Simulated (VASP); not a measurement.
TiSi2:

```
Ti Si
1.0
    -1.47287    1.71213    4.21208
     1.47287   -1.71213    4.21208
     1.47287    1.71213   -4.21208
Ti Si
1 2
Direct
  0.00000 0.00000 0.00000
  0.67008 0.67008 0.00000
  0.32992 0.32992 0.00000
```

| Property | Result |
| --- | --- |
| Program | VASP 6.6.1 |
| Task | relaxation of cell and atoms |
| Functional | RPBE |
| Potentials or basis | VASP PAW PBE potentials, release 64 (Ti_sv, Si) |
| Cutoff | 600 eV |
| k mesh | 12 × 12 × 12 |
| Occupations | fermi-dirac, width 0.05 eV |
| Spin | no spin polarisation |

At the start: pressure 2.5 GPa; volume 14.16 Å³/atom.

Task: Where does the relaxation end?

Result: Over 10 steps the energy falls by 2.1 meV/atom and the volume is 14.41 Å³/atom (+1.8 %); space group Immm (No. 71, to 0.1 Å) before and after.

The path:
| step | energy change (eV) | largest force (eV/Å) | pressure (GPa) | volume (Å³) |
| --- | --- | --- | --- | --- |
| 1 | 0.0000 | 0.0330 | 2.46 | 42.49 |
| 2 | -0.0029 | 0.0092 | -1.72 | 43.84 |
| 3 | -0.0060 | 0.0078 | -0.07 | 43.26 |
| 4 | -0.0060 | 0.0084 | -0.02 | 43.25 |
| 5 | -0.0062 | 0.0029 | 0.02 | 43.24 |
| 6 | -0.0062 | 0.0018 | 0.06 | 43.24 |
| 7 | -0.0062 | 0.0006 | 0.06 | 43.24 |
| 8 | -0.0062 | 0.0006 | 0.06 | 43.24 |
| 9 | -0.0062 | 0.0010 | 0.06 | 43.24 |
| 10 | -0.0062 | 0.0001 | 0.07 | 43.24 |

Final structure:
```
Ti Si
1.0
    -1.48711    1.72082    4.22440
     1.48711   -1.72082    4.22440
     1.48711    1.72082   -4.22440
Ti Si
1 2
Direct
  0.00000 0.00000 0.00000
  0.67025 0.67025 0.00000
  0.32975 0.32975 0.00000
```

Caveat: the PAW data sets were made with another functional, which shifts forces and pressure a little.
